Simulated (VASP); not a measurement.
Ag: single point with PBEsol

Crystal: Ag.

```xyz
1
Lattice="-1.6557 1.6557 1.5729 1.6557 -1.6557 1.5729 1.6557 1.6557 -1.5729" Properties=species:S:1:pos:R:3 pbc="T T T"
Ag    0.0000    0.0000    0.0000
```

This cell differs from its parent crystal: strain +0.000 along x and y, -0.050 along z.

```json
{
 "Program": "VASP 6.6.1",
 "Task": "single point",
 "Functional": "PBEsol",
 "Potentials or basis": "VASP PAW PBE potentials, release 64 (Ag)",
 "Cutoff": "520 eV",
 "k mesh": "20 × 20 × 20",
 "Occupations": "gaussian, width 0.15 eV",
 "Spin": "no spin polarisation",
 "Dipole correction": "no",
 "Further INCAR settings": "ALGO = Normal; EDIFF = 1e-06; NBANDS = 12"
}
```

| Property | Result |
| --- | --- |
| Pressure | -3.1 GPa |
| Band gap on the k mesh | zero (an odd number of electrons rules out a gap without spin polarisation) |

Stress tensor (GPa, compression positive):
```
-2.84  0.00  0.00
 0.00 -2.84  0.00
 0.00  0.00 -3.65
```

Levels at points of the mesh, in eV from the Fermi level:
| k point | band 4 | band 5 | band 6 | band 7 | band 8 | band 9 |
| --- | --- | --- | --- | --- | --- | --- |
| (0.00, 0.00, 0.00) | -4.75 | -3.67 | -3.40 | 17.58 | 17.58 | 18.55 |
| (0.50, 0.00, 0.00) | -3.28 | -2.52 | 0.01 | 4.26 | 13.01 | 13.96 |
| (0.50, 0.50, 0.00) | -3.47 | -2.56 | -0.30 | 3.75 | 13.84 | 15.17 |
| (0.50, 0.50, 0.50) | -2.79 | -2.71 | 6.33 | 6.33 | 7.85 | 12.26 |

Run time: 110 s on 1 thread of Intel Xeon 8259CL (shared host), peak memory 0.25 GiB.

Caveat: the cell differs from its parent crystal (strain +0.000 along x and y, -0.050 along z); the cell stands under tension; the PAW data sets were made with another functional, which shifts forces and pressure a little.
